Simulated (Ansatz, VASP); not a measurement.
## One calculation of SiO2, two programs

Contents of POSCAR:

```
SiO2
1.0
    4.9837826479      0.0000000000      0.0000000000
   -2.4918913239      4.3160823800      0.0000000000
    0.0000000000      0.0000000000      5.6242018660
Si O
3 6
Direct
    0.0000000000      0.5000000000      0.3333333333
    0.5000000000      0.5000000000      0.6666666667
    0.5000000000      0.0000000000      0.0000000000
    0.5834989535      0.7917494768      0.8333333333
    0.7917494768      0.5834989535      0.5000000000
    0.7917494768      0.2082505232      0.1666666667
    0.4165010465      0.2082505232      0.8333333333
    0.2082505232      0.4165010465      0.5000000000
    0.2082505232      0.7917494768      0.1666666667
```

Contents of INCAR.step1:

```
SYSTEM = SiO2
PREC = Accurate
ENCUT = 520
ISMEAR = 0
SIGMA = 0.05
LREAL = .FALSE.
LASPH = .TRUE.
NELM = 80
NBANDS = 34
GGA = PE
ALGO = Normal
EDIFF = 1E-4
LWAVE = .TRUE.
LCHARG = .FALSE.
```

Contents of INCAR.step2:

```
SYSTEM = SiO2
PREC = Accurate
ENCUT = 520
EDIFF = 1E-6
ISMEAR = 0
SIGMA = 0.05
LREAL = .FALSE.
LASPH = .TRUE.
NELM = 80
ALGO = Normal
ISIF = 2
LWAVE = .FALSE.
LCHARG = .TRUE.
METAGGA = R2SCAN
LMIXTAU = .TRUE.
LELF = .TRUE.
LVHAR = .TRUE.
NBANDS = 34
ISTART = 1
```

File KPOINTS:

```
regular mesh
0
G
  6 6 4
  0 0 0
```

Input for Ansatz:

```yaml
crystal:
  lattice:
    - [4.9837826479, 0.0, 0.0]
    - [-2.4918913239, 4.31608238, 0.0]
    - [0.0, 0.0, 5.624201866]
  atoms:
    - { symbol: Si, position: [0.0, 0.5, 0.3333333333] }
    - { symbol: Si, position: [0.5, 0.5, 0.6666666667] }
    - { symbol: Si, position: [0.5, 0.0, 0.0] }
    - { symbol: O, position: [0.5834989535, 0.7917494768, 0.8333333333] }
    - { symbol: O, position: [0.7917494768, 0.5834989535, 0.5] }
    - { symbol: O, position: [0.7917494768, 0.2082505232, 0.1666666667] }
    - { symbol: O, position: [0.4165010465, 0.2082505232, 0.8333333333] }
    - { symbol: O, position: [0.2082505232, 0.4165010465, 0.5] }
    - { symbol: O, position: [0.2082505232, 0.7917494768, 0.1666666667] }
basis:
  ecutwfc: 500
kpoints:
  mp_grid: { grid: [6, 6, 4] }
hamiltonian:
  xc: r2scan
scf:
  occupations: { method: gaussian, width: 0.05 }
output:
  forces: true
  stress: true
  eigenvalues: true
```

Change from the starting cell: strain -0.015 along x and y, +0.015 along z, atoms carried along.

Alike in both runs: task single point; functional r2SCAN; k mesh 6 × 6 × 4; occupations gaussian, width 0.05 eV; no spin polarisation.

```csv
,VASP,Ansatz
version,VASP 6.6.1,Ansatz 0.2.0
potentials or method,"VASP PAW PBE potentials, release 64 (Si, O), cutoff 520 eV","scalar-relativistic, plane waves, PAW"
valence electrons in the cell,48,48
```

Ansatz gave:

| Quantity | Value |
| --- | --- |
| gap on the k mesh at the Fermi level (eV) | 6.33 |
| least direct gap on the mesh (eV) | 6.47 |
| pressure (GPa) | 2.9 |
| traceless stress, the component that is largest in VASP (GPa) | -1.50 |
| rms of the force components (eV/Å) | 0.075 |

Problem. Estimate VASP's values.

Solution. gap on the k mesh at the Fermi level (eV): 6.33; least direct gap on the mesh (eV): 6.47; pressure (GPa): 3.1; traceless stress, the component that is largest in VASP (GPa): -1.45; rms of the force components (eV/Å): 0.070.

VASP's potentials were made for PBE, not for r2SCAN. Atom by atom the forces differ by 0.005 eV/Å (rms over components).
